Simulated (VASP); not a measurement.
# LiBi in VASP: a series of runs, part 2 of 2

VASP 6.6.1. The steps go on from the part before.

## (5) Relaxation of cell and atoms, LDA

This run uses another cell than the first one, of 26.28 Å³/atom.

The input, INCAR:

```
ALGO = Normal
EDIFF = 1E-6
EDIFFG = -0.02
ENCUT = 600
IBRION = 2
ISIF = 3
ISMEAR = 0
LASPH = T
LCHARG = F
LREAL = F
LWAVE = F
NELM = 80
NSW = 80
PREC = Accurate
SIGMA = 0.05
```

The input, KPOINTS:

```
k-points
0
Gamma
  6 6 5
```

The input, POSCAR:

```
LiBi
1.0
    4.7724696529      0.0000000000      0.0000000000
   -2.3862348265      4.1330799582      0.0000000000
    0.0000000000      0.0000000000      5.3283308789
Li Bi
2 2
Direct
    0.3333333333      0.6666666667     -0.0624623398
    0.6666666667      0.3333333333      0.4375376602
    0.3333333333      0.6666666667      0.4374623398
    0.6666666667      0.3333333333      0.9374623398
```

Potentials or basis: VASP PAW LDA potentials, release 64 (Li_sv, Bi_d).

Command:

```
> cat potpaw_LDA.64/Li_sv/POTCAR potpaw_LDA.64/Bi_d/POTCAR > POTCAR
> mpirun -np 1 vasp_std > vasp.out
```

OUTCAR:

```text
EDIFF = 1E-6
   EDIFFG = -0.02
   ENCUT = 600
   IBRION = 2
   ISIF = 3
   ISMEAR = 0
   LASPH = T
   LREAL = F
   NELM = 80
   NSW = 80
   PREC = Accurate

 ion  position               nearest neighbor table
   1  0.333  0.667  0.938-   3 2.66   3 2.66   4 2.76   4 2.76   4 2.76
   2  0.667  0.333  0.438-   4 2.66   4 2.66   3 2.76   3 2.76   3 2.76
   3  0.333  0.667  0.437-   1 2.66   1 2.66   2 2.76   2 2.76   2 2.76   4 3.83   4 3.83   4 3.83
                             4 3.83   4 3.83   4 3.83
   4  0.667  0.333  0.937-   2 2.66   2 2.66   1 2.76   1 2.76   1 2.76   3 3.83   3 3.83   3 3.83
                             3 3.83   3 3.83   3 3.83

  LATTYP: Found a hexagonal cell.
 ALAT       =     4.7724696529
 C/A-ratio  =     1.1164724485

  Lattice vectors:

 A1 = (   4.7724696529,   0.0000000000,   0.0000000000)
 A2 = (  -2.3862348265,   4.1330799582,   0.0000000000)
 A3 = (   0.0000000000,   0.0000000000,   5.3283308789)

Analysis of symmetry for initial positions (statically):
=====================================================================
 Subroutine PRICEL returns:
 Original cell was already a primitive cell.

 Routine SETGRP: Setting up the symmetry group for a
 hexagonal supercell.

 Subroutine GETGRP returns: Found 12 space group operations
 (whereof  6 operations were pure point group operations)
 out of a pool of 24 trial point group operations.

The static configuration has the point symmetry C_3v.
 The point group associated with its full space group is C_6v.

Analysis of symmetry for dynamics (positions and initial velocities):
=====================================================================
 Subroutine PRICEL returns:
 Original cell was already a primitive cell.

 Routine SETGRP: Setting up the symmetry group for a
 hexagonal supercell.

 Subroutine GETGRP returns: Found 12 space group operations
 (whereof  6 operations were pure point group operations)
 out of a pool of 24 trial point group operations.

The dynamic configuration has the point symmetry C_3v.
 The point group associated with its full space group is C_6v.

 Subroutine INISYM returns: Found 12 space group operations
 (whereof  6 operations are pure point group operations),
 and found     1 'primitive' translations

----------------------------------------------------------------------------------------

                                     Primitive cell

  volume of cell :     105.1013

  direct lattice vectors                    reciprocal lattice vectors
     4.772469653  0.000000000  0.000000000     0.209535120  0.120975158  0.000000000
    -2.386234826  4.133079958  0.000000000     0.000000000  0.241950316  0.000000000
     0.000000000  0.000000000  5.328330879     0.000000000  0.000000000  0.187676033

  length of vectors
     4.772469653  4.772469653  5.328330879     0.241950316  0.241950316  0.187676033

  position of ions in fractional coordinates (direct lattice)
[... 115 lines left out ...]
 maximum number of plane-waves:      3537
 NGX is ok and might be reduce to    40
   NGX = 19   NGY = 19   NGZ = 21

--------------------------------------- Ionic step        1  -------------------------------------------

 number of electron      36.0000002 magnetization

 Free energy of the ion-electron system (eV)
  ---------------------------------------------------
  ext. energy  EPLUGINS =         0.00000000
  ---------------------------------------------------
  free energy    TOTEN  =       -13.32897186 eV

  energy without entropy =      -13.32533103  energy(sigma->0) =      -13.32715145

------------------------ aborting loop because EDIFF is reached ----------------------------------------

  FORCE on cell =-STRESS in cart. coord.  units (eV):
  Direction    XX          YY          ZZ          XY          YZ          ZX
  --------------------------------------------------------------------------------------
  -------------------------------------------------------------------------------------
  Total       -0.0806968     -0.0806968      0.0284640      0.0000000      0.0000000      0.0000000
  in kB       -1.2301525     -1.2301525      0.4339087      0.0000000      0.0000000      0.0000000
  external PRESSURE =      -0.6754654 kB  Pullay stress =       0.0000000 kB

 VOLUME and BASIS-vectors are now :
 -----------------------------------------------------------------------------
  energy-cutoff  :      600.00
  volume of cell :      105.10
      direct lattice vectors                 reciprocal lattice vectors
     4.772469653  0.000000000  0.000000000     0.209535120  0.120975158  0.000000000
    -2.386234826  4.133079958  0.000000000     0.000000000  0.241950316  0.000000000
     0.000000000  0.000000000  5.328330879     0.000000000  0.000000000  0.187676033

 POSITION                                       TOTAL-FORCE (eV/Angst)
 -----------------------------------------------------------------------------------
     -0.00000      2.75539      4.99551        -0.000000     -0.000000     -0.001835
      2.38623      1.37769      2.33135         0.000000      0.000000     -0.001835
     -0.00000      2.75539      2.33094        -0.000000     -0.000000      0.001835
      2.38623      1.37769      4.99511         0.000000      0.000000      0.001835
 -----------------------------------------------------------------------------------
    total drift:                               -0.000000      0.000000      0.000003

  FREE ENERGIE OF THE ION-ELECTRON SYSTEM (eV)
  ---------------------------------------------------
  free  energy   TOTEN  =       -13.3289718599 eV

  energy  without entropy=      -13.3253310309  energy(sigma->0) =      -13.32715145

--------------------------------------- Ionic step        2  -------------------------------------------

 number of electron      36.0000002 magnetization

 Free energy of the ion-electron system (eV)
  ---------------------------------------------------
  ext. energy  EPLUGINS =         0.00000000
  ---------------------------------------------------
  free energy    TOTEN  =       -13.32909692 eV

  energy without entropy =      -13.32544245  energy(sigma->0) =      -13.32726968

 E-fermi :   3.9579     XC(G=0):  -8.9487

 val. band max:        3.8533655394   @ k =   0.0000   0.0000   0.4000
 cond. band min:       3.9617586489   @ k =   0.3333   0.0000   0.0000
 fundamental gap:      0.1083931095
 Fermi energy:         3.9579150524

 k-point     1 :       0.0000    0.0000    0.0000
  band No.  band energies     occupation
      1     -41.1157      2.00000
      2     -41.1137      2.00000
      3     -18.4875      2.00000
      4     -18.4627      2.00000
      5     -18.4452      2.00000
      6     -18.4452      2.00000
[... 514 lines left out ...]
     21       9.7961      0.00000
     22       9.7961      0.00000

------------------------ aborting loop because EDIFF is reached ----------------------------------------

  FORCE on cell =-STRESS in cart. coord.  units (eV):
  Direction    XX          YY          ZZ          XY          YZ          ZX
  --------------------------------------------------------------------------------------
  -------------------------------------------------------------------------------------
  Total       -0.0597475     -0.0597475     -0.0121094      0.0000000     -0.0000000      0.0000000
  in kB       -0.9122597     -0.9122597     -0.1848932      0.0000000     -0.0000000      0.0000000
  external PRESSURE =      -0.6698042 kB  Pullay stress =       0.0000000 kB

 VOLUME and BASIS-vectors are now :
 -----------------------------------------------------------------------------
  energy-cutoff  :      600.00
  volume of cell :      104.93
      direct lattice vectors                 reciprocal lattice vectors
     4.767824811  0.000000000  0.000000000     0.209739250  0.121093012 -0.000000000
    -2.383912406  4.129057407 -0.000000000    -0.000000000  0.242186025 -0.000000000
     0.000000000  0.000000000  5.330160067    -0.000000000  0.000000000  0.187611627

 POSITION                                       TOTAL-FORCE (eV/Angst)
 -----------------------------------------------------------------------------------
     -0.00000      2.75270      4.99714         0.000000     -0.000000     -0.000847
      2.38391      1.37635      2.33206        -0.000000     -0.000000     -0.000847
     -0.00000      2.75270      2.33183         0.000000      0.000000      0.000847
      2.38391      1.37635      4.99691        -0.000000      0.000000      0.000847
 -----------------------------------------------------------------------------------
    total drift:                               -0.000000      0.000000     -0.000708

  FREE ENERGIE OF THE ION-ELECTRON SYSTEM (eV)
  ---------------------------------------------------
  free  energy   TOTEN  =       -13.3290969171 eV

  energy  without entropy=      -13.3254424468  energy(sigma->0) =      -13.32726968

 reached required accuracy - stopping structural energy minimisation
```

CONTCAR:

```text
LiBi
   1.00000000000000
     4.7678248113785013    0.0000000000000562    0.0000000000000000
    -2.3839124057391530    4.1290574074458055   -0.0000000000000000
     0.0000000000000000    0.0000000000000000    5.3301600668798121
  Li              Bi
     2     2
Direct
     0.3333333332999970    0.6666666667000030    0.9375210445459928
     0.6666666667000030    0.3333333332999970    0.4375210445459929
     0.3333333332999970    0.6666666667000030    0.4374789554540071
     0.6666666667000030    0.3333333332999970    0.9374789554540072

  0.00000000E+00  0.00000000E+00  0.00000000E+00
  0.00000000E+00  0.00000000E+00  0.00000000E+00
  0.00000000E+00  0.00000000E+00  0.00000000E+00
  0.00000000E+00  0.00000000E+00  0.00000000E+00
```

It took 1.8 min on 1 thread of AMD EPYC 7R13, shared host; peak memory 0.21 GiB.

Results:

```yaml
Free_energy: -13.3291 eV
Relaxed_volume: 26.23 Å³/atom
Relaxed_cell: a = 4.768 Å, b = 4.768 Å, c = 5.330 Å, α = 90.00°, β = 90.00°, γ = 120.00°
Space_group_after_relaxing_to_0.1_Å: P6_3/mmc (No. 194)
Energy_gained_by_relaxing: 0.0 meV/atom
Ionic_steps: 2
Pressure_after_relaxing: -0.1 GPa
Band_gap_on_the_k_mesh: zero (bands 18 and 19 overlap by 2.12 eV)
```

Step by step:
```csv
step,energy change (eV),largest force (eV/Å),pressure (GPa),volume (Å³)
1,0.0000,0.0018,-0.07,105.10
2,-0.0001,0.0008,-0.07,104.93
```

Final structure:
```xyz
4
Lattice="4.7678 0.0000 0.0000 -2.3839 4.1291 0.0000 0.0000 0.0000 5.3302" Properties=species:S:1:pos:R:3 pbc="T T T"
Li    0.0000    2.7527    4.9971
Li    2.3839    1.3764    2.3321
Bi    0.0000    2.7527    2.3318
Bi    2.3839    1.3764    4.9969
```

Caveat: the cutoff is under 1.25 times the usual one of these potentials, so pressure, stress and relaxed cells hold a basis-set (Pulay) error; spin-orbit coupling is left out, which moves the levels of the heavy elements.

## (6) Summary

| task | cell | k mesh | cutoff (eV) | gap on the mesh (eV) |
| --- | --- | --- | --- | --- |
| single point | a = 4.763, b = 4.763, c = 5.331 Å, angles 90.0, 90.0, 120.0°, 4 atoms | 6 × 6 × 5 | 520 | none |
| single point | a = 4.794, b = 4.794, c = 5.367 Å, angles 90.0, 90.0, 120.0°, 4 atoms | 6 × 6 × 5 | 520 | none |
| single point | a = 4.772, b = 4.772, c = 5.328 Å, angles 90.0, 90.0, 120.0°, 4 atoms | 7 × 7 × 4 | 520 | none |
| relaxation of cell and atoms | relaxed from a = 4.772, b = 4.772, c = 5.328 Å, angles 90.0, 90.0, 120.0°, 4 atoms | 6 × 6 × 5 | 600 | none |

Alike in all rows: level LDA; potentials or basis VASP PAW LDA potentials, release 64 (Li_sv, Bi_d); no spin polarisation; smearing gaussian 0.05 eV.

Caveats: the cutoff is under 1.25 times the usual one of these potentials, so pressure, stress and relaxed cells hold a basis-set (Pulay) error; spin-orbit coupling is left out, which moves the levels of the heavy elements.

Total energies depend on the potentials used, so only differences within one code and one set of settings carry meaning.
